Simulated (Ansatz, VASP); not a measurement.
# One calculation of CaSe, two programs

The input INCAR:

```
PREC     = Accurate       # precision mode
ENCUT    = 520            # plane-wave cutoff, eV
EDIFF    = 1E-6           # SCF threshold, eV
ISMEAR   = -1             # smearing method
SIGMA    = 0.02           # smearing width, eV
LREAL    = F              # projectors in reciprocal space
LASPH    = T              # aspherical terms in the spheres
NELM     = 60             # most SCF steps
ALGO     = Normal         # electronic algorithm
ISIF     = 2              # what is computed and relaxed
LWAVE    = F              # write WAVECAR
LCHARG   = F              # write CHGCAR
GGA      = PE             # functional
NBANDS   = 15             # bands
```

File KPOINTS:

```
regular mesh
0
Gamma
  8 8 8
```

POSCAR

```
CaSe
1.0
    0.0000000000      2.8322112107      2.8322112107
    2.8322112107      0.0000000000      2.8322112107
    2.8322112107      2.8322112107      0.0000000000
Ca Se
1 1
Direct
    0.0000000000      0.0000000000      0.0000000000
    0.5000000000      0.5000000000      0.5000000000
```

Input for Ansatz:

```yaml
crystal:
  lattice:
    - [0.0, 2.8322112107, 2.8322112107]
    - [2.8322112107, 0.0, 2.8322112107]
    - [2.8322112107, 2.8322112107, 0.0]
  atoms:
    - { symbol: Ca, position: [0.0, 0.0, 0.0] }
    - { symbol: Se, position: [0.5, 0.5, 0.5] }
kpoints:
  mp_grid: { grid: [8, 8, 8] }
  band_path:
    path:
      - [0.0, 0.0, 0.0]
      - [0.5, 0.0, 0.5]
      - [0.625, 0.25, 0.625]
      - [0.375, 0.375, 0.75]
      - [0.5, 0.5, 0.5]
      - [0.5, 0.25, 0.75]
      - [0.0, 0.5, 0.5]
    npoints: 1
hamiltonian:
  xc: pbe
scf:
  occupations: { method: fermi_dirac, width: 0.02 }
  n_extra_bands: 4
output:
  forces: true
  stress: true
  eigenvalues: true
```

Change from the starting cell: hydrostatic strain -4.6%.

Alike in both runs: task single point; functional PBE; k mesh 8 × 8 × 8; occupations fermi-dirac, width 0.02 eV; no spin polarisation.

|  | VASP | Ansatz |
| --- | --- | --- |
| version | VASP 6.6.1 | Ansatz 0.2.0 |
| potentials or method | VASP PAW PBE potentials, release 64 (Ca_sv, Se) | plane waves, PAW |
| plane-wave cutoff (eV) | 520 | 420 |
| valence electrons in the cell | 16 | 26 |

Ansatz gave:

```
gap on the k mesh at the Fermi level (eV) : 1.67
pressure (GPa)                            : 9.9
```

Task: Estimate VASP's values.

Result: gap on the k mesh at the Fermi level (eV): 1.65; pressure (GPa): 10.2.

The functional is the same, so the differences come from potentials, cutoffs and numerics. VASP's potentials hold 16 valence electrons a cell and Ansatz's 26, so a difference there can come from the potentials and not from the codes.
